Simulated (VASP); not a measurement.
# Ge in VASP: single point with LDA

Aim: the single point of Ge with LDA.

All numbers are computed with VASP 6.6.1; they aren't measurements. Logs are shortened: lines on timing, memory, paths and dates and some standing lists are left out, and cuts for length are marked.

**1. The cell of the first run**

The cell holds a slab with vacuum, 4 atoms: a = 3.975 Å, b = 3.975 Å, c = 18.057 Å, α = 90.00°, β = 90.00°, γ = 120.00°.

**2. Single point, LDA**

File INCAR:

```
SYSTEM = Ge
PREC = Accurate ; ENCUT = 520
EDIFF = 1E-6 ; ISMEAR = 0
SIGMA = 0.1 ; LREAL = .FALSE.
LASPH = .TRUE. ; NELM = 80
ALGO = Normal ; ISIF = 2
LWAVE = .FALSE. ; LCHARG = .FALSE.
LDIPOL = .TRUE. ; IDIPOL = 3
DIPOL = 0.5 0.5 0.503 ; GGA = CA
NBANDS = 36
```

File KPOINTS:

```
Automatic mesh
0
G
  9 9 1
  0 0 0
```

File POSCAR:

```
Ge
1.0
    3.9749475856      0.0000000000      0.0000000000
   -1.9874737928      3.4424055879      0.0000000000
    0.0000000000      0.0000000000     18.0569138913
Ge
4
Direct
    0.3333333333      0.6666666667      0.3876631434
    0.0000000000      0.0000000000      0.4325978861
    0.0000000000      0.0000000000      0.5751814296
    0.6666666667      0.3333333333      0.6157282346
```

Potentials or basis: VASP PAW LDA potentials, release 64 (Ge_d).

Started as:

```console
cat potpaw_LDA.64/Ge_d/POTCAR > POTCAR
mpirun -np 1 vasp_std > vasp.out
```

OUTCAR:

```text
SYSTEM = Ge
   PREC = Accurate
   ENCUT = 520
   EDIFF = 1E-6
   ISMEAR = 0
   LREAL = .FALSE.
   LASPH = .TRUE.
   NELM = 80
   ISIF = 2
   GGA = CA

 ion  position               nearest neighbor table
   1  0.333  0.667  0.388-   2 2.43   2 2.43   2 2.43
   2  0.000  0.000  0.433-   1 2.43   1 2.43   1 2.43   3 2.57
   3  0.000  0.000  0.575-   4 2.41   4 2.41   4 2.41   2 2.57
   4  0.667  0.333  0.616-   3 2.41   3 2.41   3 2.41

  LATTYP: Found a hexagonal cell.
 ALAT       =     3.9749475856
 C/A-ratio  =     4.5426797467

  Lattice vectors:

 A1 = (   3.9749475856,   0.0000000000,   0.0000000000)
 A2 = (  -1.9874737928,   3.4424055879,   0.0000000000)
 A3 = (   0.0000000000,   0.0000000000,  18.0569138913)

Analysis of symmetry for initial positions (statically):
=====================================================================
 Subroutine PRICEL returns:
 Original cell was already a primitive cell.

 Routine SETGRP: Setting up the symmetry group for a
 hexagonal supercell.

 Subroutine GETGRP returns: Found  6 space group operations
 (whereof  6 operations were pure point group operations)
 out of a pool of 24 trial point group operations.

The static configuration has the point symmetry C_3v.

Analysis of symmetry for dynamics (positions and initial velocities):
=====================================================================
 Subroutine PRICEL returns:
 Original cell was already a primitive cell.

 Routine SETGRP: Setting up the symmetry group for a
 hexagonal supercell.

 Subroutine GETGRP returns: Found  6 space group operations
 (whereof  6 operations were pure point group operations)
 out of a pool of 24 trial point group operations.

The dynamic configuration has the point symmetry C_3v.

 Subroutine INISYM returns: Found  6 space group operations
 (whereof  6 operations are pure point group operations),
 and found     1 'primitive' translations

----------------------------------------------------------------------------------------

                                     Primitive cell

  volume of cell :     247.0796

  direct lattice vectors                    reciprocal lattice vectors
     3.974947586  0.000000000  0.000000000     0.251575644  0.145247266  0.000000000
    -1.987473793  3.442405588  0.000000000     0.000000000  0.290494532  0.000000000
     0.000000000  0.000000000 18.056913891     0.000000000  0.000000000  0.055380449

  length of vectors
     3.974947586  3.974947586 18.056913891     0.290494532  0.290494532  0.055380449

  position of ions in fractional coordinates (direct lattice)
     0.333333333  0.666666667  0.387663143
     0.000000000  0.000000000  0.432597886
     0.000000000  0.000000000  0.575181430
     0.666666667  0.333333333  0.615728235

  ion indices of the primitive-cell ions
   primitive index   ion index
                 1           1
                 2           2
                 3           3
                 4           4

----------------------------------------------------------------------------------------

 KPOINTS: Automatic mesh

Automatic generation of k-mesh.
 Grid dimensions read from file:
 generate k-points for:    9    9    1

 Generating k-lattice:

  Cartesian coordinates                     Fractional coordinates (reciprocal lattice)
     0.027952849  0.016138585  0.000000000     0.111111111  0.000000000  0.000000000
     0.000000000  0.032277170  0.000000000     0.000000000  0.111111111  0.000000000
     0.000000000  0.000000000  0.055380449     0.000000000  0.000000000  1.000000000

  Length of vectors
     0.032277170  0.032277170  0.055380449

  Shift w.r.t. Gamma in fractional coordinates (k-lattice)
     0.000000000  0.000000000  0.000000000

 Subroutine IBZKPT returns following result:
 ===========================================

 Found     12 irreducible k-points:

 Following reciprocal coordinates:
            Coordinates               Weight
  0.000000  0.000000  0.000000      1.000000
  0.111111 -0.000000  0.000000      6.000000
  0.222222  0.000000  0.000000      6.000000
  0.333333 -0.000000  0.000000      6.000000
  0.444444  0.000000  0.000000      6.000000
  0.111111  0.111111  0.000000      6.000000
  0.222222  0.111111  0.000000     12.000000
  0.333333  0.111111  0.000000     12.000000
  0.444444  0.111111  0.000000      6.000000
  0.222222  0.222222  0.000000      6.000000
  0.333333  0.222222  0.000000     12.000000
  0.333333  0.333333  0.000000      2.000000
   k-points           NKPTS =     12   k-points in BZ     NKDIM =     12   number of bands    NBANDS=     36
   number of dos      NEDOS =    301   number of ions     NIONS =      4
   total plane-waves  NPLWV = 126000
   dimension x,y,z NGX =    30 NGY =   30 NGZ =  140
   dimension x,y,z NGXF=    60 NGYF=   60 NGZF=  280
   ions per type =               4
   NGX,Y,Z   is equivalent  to a cutoff of  12.55, 12.55, 12.89 a.u.
   NGXF,Y,Z  is equivalent  to a cutoff of  25.09, 25.09, 25.78 a.u.
 SYSTEM =  Ge
   PREC   = accura    normal or accurate (medium, high low for compatibility)
   ISTART =      0    job   : 0-new  1-cont  2-samecut
   ICHARG =      2    charge: 1-file 2-atom 10-const
   ISPIN  =      1    spin polarized calculation?
   LNONCOLLINEAR =      F non collinear calculations
   LSORBIT =      F    spin-orbit coupling
   LASPH  =      T    aspherical Exc in radial PAW
   ENCUT  =  520.0 eV  38.22 Ry    6.18 a.u.   7.39  7.39 33.57*2*pi/ulx,y,z
   NELM   =     80;   NELMIN=  2; NELMDL= -5     # of ELM steps
   EDIFF  = 0.1E-05   stopping-criterion for ELM
   LREAL  =      F    real-space projection
[... 7 lines left out ...]
   TEBEG  =    0.0;   TEEND  =   0.0 temperature during run
   PSTRESS=    0.0 pullay stress
   NELECT =      56.0000    total number of electrons
   NUPDOWN=      -1.0000    fix difference up-down
   EMIN   =  10.00;   EMAX   =-10.00  energy-range for DOS
   EFERMI =   0.00;   METHOD = LEGACY
   ISMEAR =     0;   SIGMA  =   0.10  broadening in eV -4-tet -1-fermi 0-gaus
   EFERMI_NEDOS =   21; number of points for ismear=-14 and -15
   IALGO  =     38    algorithm
   IMIX   =      4    mixing-type and parameters
     AMIX     =   0.40;   BMIX     =  1.00
     AMIX_MAG =   1.60;   BMIX_MAG =  1.00
  volume/ion in A,a.u.               =      61.77       416.84
  Fermi-wavevector in a.u.,A,eV,Ry     =   0.998141  1.886213 13.555284  0.996285
  Thomas-Fermi vector in A             =   2.130344
   LORBIT       =      0    0 simple, 1 ext, 2 COOP (PROOUT), +10 PAW based schemes
   GGA     = CA    functional components
   LHFCALC =     F    Hartree Fock is set to
   AEXX    =    0.0000 exact exchange contribution
   IVDW    =     0    specifies the selected vdW correction
   LEPSILON=     F    determine dielectric tensor
   LRPA    =     F    only Hartree local field effects (RPA)
 non-spin polarized calculation
 Gauss-broadening in eV      SIGMA  =   0.10
  energy-cutoff  :      520.00
  volume of cell :      247.08
 maximum number of plane-waves:      6695
 NGX is ok and might be reduce to    30
   NGX = 15   NGY = 15   NGZ = 67

 dipolmoment           0.000000      0.000000      0.062897 electrons x Angstroem

 number of electron      56.0000050 magnetization

 dipolmoment           0.000000      0.000000     -0.006325 electrons x Angstroem

 Free energy of the ion-electron system (eV)
  ---------------------------------------------------
  ext. energy  EPLUGINS =         0.00000000
  ---------------------------------------------------
  free energy    TOTEN  =       -18.97187537 eV

  energy without entropy =      -18.96996510  energy(sigma->0) =      -18.97092023

 E-fermi :  -1.4971     XC(G=0):  -4.5772

 val. band max:       -1.5979156744   @ k =   0.3333   0.3333   0.0000
 cond. band min:      -1.4231567579   @ k =   0.0000   0.0000   0.0000
 fundamental gap:      0.1747589165
 Fermi energy:        -1.4971196710

 k-point     1 :       0.0000    0.0000    0.0000
  band No.  band energies     occupation
      1     -26.1125      2.00000
      2     -26.1125      2.00000
      3     -26.0888      2.00000
      4     -26.0516      2.00000
      5     -26.0516      2.00000
      6     -25.9696      2.00000
[... 28 lines left out ...]
     35       2.7267      0.00000
     36       2.9870      0.00000

 k-point     2 :       0.1111   -0.0000    0.0000
  band No.  band energies     occupation
      1     -26.1195      2.00000
      2     -26.1162      2.00000
      3     -26.0892      2.00000
      4     -26.0457      2.00000
      5     -26.0440      2.00000
      6     -25.9713      2.00000
[... 28 lines left out ...]
     35       3.1450      0.00000
     36       3.3089      0.00000

 k-point     3 :       0.2222    0.0000    0.0000
  band No.  band energies     occupation
      1     -26.1291      2.00000
      2     -26.1227      2.00000
      3     -26.0925      2.00000
      4     -26.0341      2.00000
      5     -26.0321      2.00000
      6     -25.9739      2.00000
[... 28 lines left out ...]
     35       3.5661      0.00000
     36       3.9761      0.00000
[... 274 lines left out ...]
 k-point    11 :       0.3333    0.2222    0.0000
  band No.  band energies     occupation
      1     -26.1463      2.00000
      2     -26.1318      2.00000
      3     -26.0984      2.00000
      4     -26.0211      2.00000
      5     -25.9978      2.00000
      6     -25.9838      2.00000
[... 28 lines left out ...]
     35       4.6744      0.00000
     36       5.4079      0.00000

 k-point    12 :       0.3333    0.3333    0.0000
  band No.  band energies     occupation
      1     -26.1508      2.00000
      2     -26.1322      2.00000
      3     -26.0984      2.00000
      4     -26.0182      2.00000
      5     -25.9960      2.00000
      6     -25.9754      2.00000
[... 28 lines left out ...]
     35       5.1160      0.00000
     36       5.4492      0.00000

------------------------ aborting loop because EDIFF is reached ----------------------------------------

 vacuum level on the upper side and lower side of the slab       (xc-potential included)        -0.182        -0.102

  FORCE on cell =-STRESS in cart. coord.  units (eV):
  Direction    XX          YY          ZZ          XY          YZ          ZX
  --------------------------------------------------------------------------------------
  -------------------------------------------------------------------------------------
  Total       -0.6434940     -0.6434940     -0.2218414     -0.0000000      0.0000000      0.0000000
  in kB       -4.1727093     -4.1727093     -1.4385209     -0.0000000      0.0000000      0.0000000
  external PRESSURE =      -3.2613131 kB  Pullay stress =       0.0000000 kB

 VOLUME and BASIS-vectors are now :
 -----------------------------------------------------------------------------
  energy-cutoff  :      520.00
  volume of cell :      247.08
      direct lattice vectors                 reciprocal lattice vectors
     3.974947586  0.000000000  0.000000000     0.251575644  0.145247266  0.000000000
    -1.987473793  3.442405588  0.000000000     0.000000000  0.290494532  0.000000000
     0.000000000  0.000000000 18.056913891     0.000000000  0.000000000  0.055380449

 POSITION                                       TOTAL-FORCE (eV/Angst)
 -----------------------------------------------------------------------------------
     -0.00000      2.29494      7.00000         0.000000     -0.000000      0.284301
      0.00000      0.00000      7.81138        -0.000000     -0.000000     -0.296228
      0.00000      0.00000     10.38600         0.000000      0.000000     -0.005491
      1.98747      1.14747     11.11815        -0.000000     -0.000000      0.017417
 -----------------------------------------------------------------------------------
    total drift:                               -0.000000     -0.000000     -0.003224

  FREE ENERGIE OF THE ION-ELECTRON SYSTEM (eV)
  ---------------------------------------------------
  free  energy   TOTEN  =       -18.9718753690 eV

  energy  without entropy=      -18.9699651002  energy(sigma->0) =      -18.97092023

 vacuum level on the upper side and lower side of the slab         3.183         3.267
```

Wall time 5.4 min (1 thread of AMD EPYC 7R13, shared host); peak memory 0.27 GiB.

What came out:

* Free energy: -18.9719 eV
* Largest force: 0.296 eV/Å
* Band gap on the k mesh: zero (band 28 reaches -1.42 eV, above the bottom of band 29 at -1.60 eV)

Forces on the atoms (eV/Å):
```
Ge   0.000  0.000  0.284
Ge   0.000  0.000 -0.296
Ge   0.000  0.000 -0.005
Ge   0.000  0.000  0.017
```

Levels at points of the mesh, in eV from the Fermi level:
| k point | band 26 | band 27 | band 28 | band 29 | band 30 | band 31 |
| --- | --- | --- | --- | --- | --- | --- |
| (0.00, 0.00, 0.00) | -0.59 | 0.07 | 0.07 | 0.66 | 1.24 | 1.75 |
